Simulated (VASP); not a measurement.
The system is NaCl.

```
Na Cl
1.0
     0.00000    2.81000    2.81000
     2.81000    0.00000    2.81000
     2.81000    2.81000    0.00000
Na Cl
1 1
Direct
  0.00000 0.00000 0.00000
  0.50000 0.50000 0.50000
```

```yaml
Program: VASP 6.6.1
Task: relaxation of cell and atoms
Functional: PBE
Potentials_or_basis: VASP PAW PBE potentials, release 64 (Na_pv, Cl)
Cutoff: 600 eV
k_mesh: 8 × 8 × 8
Occupations: gaussian, width 0.02 eV
Spin: no spin polarisation
```

At the start: pressure 1.1 GPa; volume 22.19 Å³/atom.

**Question.** How do energy, volume and symmetry change on relaxing?

**Answer.** Over 3 steps the energy falls by 2.9 meV/atom and the volume is 23.14 Å³/atom (+4.3 %); space group Fm-3m (No. 225, to 0.05 Å).

The path:
```
step  energy change (eV)  largest force (eV/Å)  pressure (GPa)  volume (Å³)
   1              0.0000                0.0000            1.05        44.38
   2             -0.0045                0.0000            0.52        45.32
   3             -0.0058                0.0000            0.00        46.28
```

Final structure:
```yaml
crystal:
  lattice:
    - [0.00000, 2.84956, 2.84956]
    - [2.84956, 0.00000, 2.84956]
    - [2.84956, 2.84956, 0.00000]
  atoms:
    - { symbol: Na, position: [0.00000, 0.00000, 0.00000] }
    - { symbol: Cl, position: [0.50000, 0.50000, 0.50000] }
```
